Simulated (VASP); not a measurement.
# K (P6_422) in VASP: single point with PBE

Aim: the single point of K with PBE.

Program: VASP 6.6.1. These are calculated values, not measurements. Logs are shortened: lines on timing, memory, paths and dates and some standing lists are left out, and cuts for length are marked.

## (1) The cell of the first run

The structure is hexagonal, space group P6_422 (No. 181). The conventional cell has a = 8.325 Å, b = 8.325 Å, c = 4.574 Å, α = 90.00°, β = 90.00°, γ = 120.00°. Within 5.8 Å of K (site symmetry 222) lie 10 K at 4.43 to 5.16 Å.

## (2) Single point, PBE

Input file INCAR:

```
ALGO = Fast
EDIFF = 1E-7
ENCUT = 520
GGA = PE
ISIF = 2
ISMEAR = 0
LASPH = True
LCHARG = True
LELF = True
LREAL = False
LVHAR = True
LWAVE = False
NBANDS = 20
NELM = 80
PREC = Accurate
SIGMA = 0.1
```

Input file KPOINTS:

```
k-points
0
Gamma
  9 9 10
```

Input file POSCAR:

```
K
1.0
    8.3245493179      0.0000000000      0.0000000000
   -4.1622746589      7.2092711843      0.0000000000
    0.0000000000      0.0000000000      4.5744909803
K
3
Direct
    0.0000000000      0.5000000000      0.8333333333
    0.5000000000      0.0000000000      0.5000000000
    0.5000000000      0.5000000000      0.1666666667
```

Potentials or basis: VASP PAW PBE potentials, release 64 (K_sv).

Started as:

```console
> cat potpaw_PBE.64/K_sv/POTCAR > POTCAR
> mpirun -np 1 vasp_std > vasp.out
```

OUTCAR:

```text
EDIFF = 1E-7
   ENCUT = 520
   GGA = PE
   ISIF = 2
   ISMEAR = 0
   LASPH = True
   LREAL = False
   NELM = 80
   PREC = Accurate

 ion  position               nearest neighbor table
   1  0.000  0.500  0.833-
   2  0.500  0.000  0.500-
   3  0.500  0.500  0.167-

  LATTYP: Found a hexagonal cell.
 ALAT       =     8.3245493179
 C/A-ratio  =     0.5495181548

  Lattice vectors:

 A1 = (   8.3245493179,   0.0000000000,   0.0000000000)
 A2 = (  -4.1622746589,   7.2092711843,   0.0000000000)
 A3 = (   0.0000000000,   0.0000000000,   4.5744909803)

Analysis of symmetry for initial positions (statically):
=====================================================================
 Subroutine PRICEL returns:
 Original cell was already a primitive cell.

 Routine SETGRP: Setting up the symmetry group for a
 hexagonal supercell.

 Subroutine GETGRP returns: Found 12 space group operations
 (whereof  4 operations were pure point group operations)
 out of a pool of 24 trial point group operations.

The static configuration has the point symmetry D_2 .
 The point group associated with its full space group is D_6 .

Analysis of symmetry for dynamics (positions and initial velocities):
=====================================================================
 Subroutine PRICEL returns:
 Original cell was already a primitive cell.

 Routine SETGRP: Setting up the symmetry group for a
 hexagonal supercell.

 Subroutine GETGRP returns: Found 12 space group operations
 (whereof  4 operations were pure point group operations)
 out of a pool of 24 trial point group operations.

The dynamic configuration has the point symmetry D_2 .
 The point group associated with its full space group is D_6 .

 Subroutine INISYM returns: Found 12 space group operations
 (whereof  4 operations are pure point group operations),
 and found     1 'primitive' translations

----------------------------------------------------------------------------------------

                                     Primitive cell

  volume of cell :     274.5332

[... 83 lines left out ...]
   ICHARG =      2    charge: 1-file 2-atom 10-const
   ISPIN  =      1    spin polarized calculation?
   LNONCOLLINEAR =      F non collinear calculations
   LSORBIT =      F    spin-orbit coupling
   LASPH  =      T    aspherical Exc in radial PAW
   ENCUT  =  520.0 eV  38.22 Ry    6.18 a.u.  15.48 15.48  8.51*2*pi/ulx,y,z
   NELM   =     80;   NELMIN=  2; NELMDL= -5     # of ELM steps
   EDIFF  = 0.1E-06   stopping-criterion for ELM
   LREAL  =      F    real-space projection
   EDIFFG = 0.1E-05   stopping-criterion for IOM
   NSW    =      0    number of steps for IOM
   IBRION =     -1    ionic relax: 0-MD 1-quasi-New 2-CG
   NFREE  =      0    steps in history (QN), initial steepest desc. (CG)
   ISIF   =      2    stress and relaxation
   ISYM   =      2    0-nonsym 1-usesym 2-fastsym
   POTIM  = 0.5000    time-step for ionic-motion
   TEBEG  =    0.0;   TEEND  =   0.0 temperature during run
   PSTRESS=    0.0 pullay stress
   NELECT =      27.0000    total number of electrons
   NUPDOWN=      -1.0000    fix difference up-down
   EMIN   =  10.00;   EMAX   =-10.00  energy-range for DOS
   EFERMI =   0.00;   METHOD = LEGACY
   ISMEAR =     0;   SIGMA  =   0.10  broadening in eV -4-tet -1-fermi 0-gaus
   EFERMI_NEDOS =   21; number of points for ismear=-14 and -15
   IALGO  =     68    algorithm
   IMIX   =      4    mixing-type and parameters
     AMIX     =   0.40;   BMIX     =  1.00
     AMIX_MAG =   1.60;   BMIX_MAG =  1.00
  volume/ion in A,a.u.               =      91.51       617.55
  Fermi-wavevector in a.u.,A,eV,Ry     =   0.755668  1.428006  7.769394  0.571034
  Thomas-Fermi vector in A             =   1.853615
   LORBIT       =      0    0 simple, 1 ext, 2 COOP (PROOUT), +10 PAW based schemes
   GGA     = PE    functional components
   LHFCALC =     F    Hartree Fock is set to
   AEXX    =    0.0000 exact exchange contribution
   IVDW    =     0    specifies the selected vdW correction
   LEPSILON=     F    determine dielectric tensor
   LRPA    =     F    only Hartree local field effects (RPA)
 non-spin polarized calculation
 RMM-DIIS sequential band-by-band and
 Gauss-broadening in eV      SIGMA  =   0.10
  energy-cutoff  :      520.00
  volume of cell :      274.53
 maximum number of plane-waves:      7430
 NGX is ok and might be reduce to    64
   NGX = 31   NGY = 31   NGZ = 17

 number of electron      27.0000001 magnetization

 Free energy of the ion-electron system (eV)
  ---------------------------------------------------
  ext. energy  EPLUGINS =         0.00000000
  ---------------------------------------------------
  free energy    TOTEN  =        -2.83565547 eV

  energy without entropy =       -2.82369808  energy(sigma->0) =       -2.82967678

 E-fermi :  -0.4997     XC(G=0):  -5.0462

 val. band max:       -0.5025295137   @ k =   0.1111   0.0000   0.5000
 cond. band min:      -0.4885326805   @ k =   0.1111   0.1111   0.0000
 fundamental gap:      0.0139968332
 Fermi energy:        -0.4996881033

 k-point     1 :       0.0000    0.0000    0.0000
  band No.  band energies     occupation
      1     -32.8027      2.00000
      2     -32.7981      2.00000
      3     -32.7981      2.00000
      4     -16.3184      2.00000
      5     -16.3144      2.00000
      6     -16.3144      2.00000
[... 541 lines left out ...]
     19       2.5069      0.00000
     20       2.5661      0.00000

 [... further k-points ...]

------------------------ aborting loop because EDIFF is reached ----------------------------------------

  FORCE on cell =-STRESS in cart. coord.  units (eV):
  Direction    XX          YY          ZZ          XY          YZ          ZX
  --------------------------------------------------------------------------------------
  -------------------------------------------------------------------------------------
  Total       -0.0300599     -0.0300599      0.0071168     -0.0000000      0.0000000     -0.0000000
  in kB       -0.1754296     -0.1754296      0.0415335     -0.0000000      0.0000000     -0.0000000
  external PRESSURE =      -0.1031085 kB  Pullay stress =       0.0000000 kB

 VOLUME and BASIS-vectors are now :
 -----------------------------------------------------------------------------
  energy-cutoff  :      520.00
  volume of cell :      274.53
      direct lattice vectors                 reciprocal lattice vectors
     8.324549318  0.000000000  0.000000000     0.120126623  0.069355138  0.000000000
    -4.162274659  7.209271184  0.000000000     0.000000000  0.138710277  0.000000000
     0.000000000  0.000000000  4.574490980     0.000000000  0.000000000  0.218603557

 POSITION                                       TOTAL-FORCE (eV/Angst)
 -----------------------------------------------------------------------------------
     -2.08114      3.60464      3.81208        -0.000000      0.000000     -0.000000
      4.16227      0.00000      2.28725         0.000000      0.000000     -0.000000
      2.08114      3.60464      0.76242         0.000000      0.000000      0.000000
 -----------------------------------------------------------------------------------
    total drift:                               -0.000000      0.000000     -0.000000

  FREE ENERGIE OF THE ION-ELECTRON SYSTEM (eV)
  ---------------------------------------------------
  free  energy   TOTEN  =        -2.8356554745 eV

  energy  without entropy=       -2.8236980763  energy(sigma->0) =       -2.82967678
```

It took 6.3 min on 1 thread of Intel Xeon Platinum 8559C (Emerald Rapids), shared host; peak memory 0.57 GiB.

Results:

- Free energy: -2.8357 eV
- Pressure: 0.0 GPa
